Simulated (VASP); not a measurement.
A run of VASP 6.6.1:

The input INCAR:

```
SYSTEM = CsBa3
ALGO = Normal
EDIFF = 1E-7
ENCUT = 520
GGA = PS
ISIF = 2
ISMEAR = 0
LASPH = .True.
LCHARG = .True.
LELF = .True.
LREAL = .False.
LVHAR = .True.
LWAVE = .False.
NBANDS = 28
NELM = 100
PREC = Accurate
SIGMA = 0.1
```

KPOINTS

```
k-points
0
Gamma
  6 6 6
  0 0 0
```

POSCAR

```
CsBa3
1.0
    6.6643386887      0.0000000000      0.0000000000
    0.0000000000      6.6643386887      0.0000000000
    0.0000000000      0.0000000000      6.6643386887
Cs Ba
1 3
Direct
    0.0000000000      0.0000000000      0.0000000000
    0.0000000000      0.5000000000      0.5000000000
    0.5000000000      0.0000000000      0.5000000000
    0.5000000000      0.5000000000      0.0000000000
```

Potentials or basis: VASP PAW PBE potentials, release 64 (Cs_sv, Ba_sv).

Launch:

```bash
$ cat potpaw_PBE.64/Cs_sv/POTCAR potpaw_PBE.64/Ba_sv/POTCAR > POTCAR
$ mpirun -np 1 vasp_std > vasp.out
```

Hardware: 1 thread of AMD EPYC 9R45 96-Core Processor (Zen 5), on a shared host.

Q: How long does it take, and how much memory?

A: It took 100 s on 1 thread of AMD EPYC 9R45 96-Core Processor (Zen 5), with other jobs on the host, peak memory 0.39 GiB. Counts: scf iterations 13, k points 20.
